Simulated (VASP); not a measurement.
A run of VASP 6.6.1:

Contents of INCAR:

```
SYSTEM = PbS
PREC = Accurate
ENCUT = 500
EDIFF = 1E-6
ISMEAR = 0
SIGMA = 0.01
LREAL = .False.
LASPH = .True.
NELM = 120
ALGO = Normal
ISIF = 2
LWAVE = .False.
LCHARG = .False.
GGA = B5
ALDAX = 1.0
AGGAX = 1.0
AGGAC = 1.0
ALDAC = 0.0
NBANDS = 17
GGA_COMPAT = .False.
```

File KPOINTS:

```
Automatic mesh
0
Gamma
  6 6 6
  0 0 0
```

Contents of POSCAR:

```
PbS
1.0
    0.0000000000      2.9657500000      2.9657500000
    2.9657500000      0.0000000000      2.9657500000
    2.9657500000      2.9657500000      0.0000000000
Pb S
1 1
Direct
    0.0000000000      0.0000000000      0.0000000000
    0.5000000000      0.5000000000      0.5000000000
```

Potentials or basis: VASP PAW PBE potentials, release 64 (Pb_d, S).

The run is started by

```bash
$ cat potpaw_PBE.64/Pb_d/POTCAR potpaw_PBE.64/S/POTCAR > POTCAR
$ mpirun -np 1 vasp_std > vasp.out
```

Hardware: 1 thread of Intel Xeon 6975P-C (shared host).

Problem. Estimate the wall time of this run.

Solution. Wall time 20 s on 1 thread of Intel Xeon 6975P-C (shared host), peak memory 0.18 GiB. Counts: scf iterations 12, k points 16.
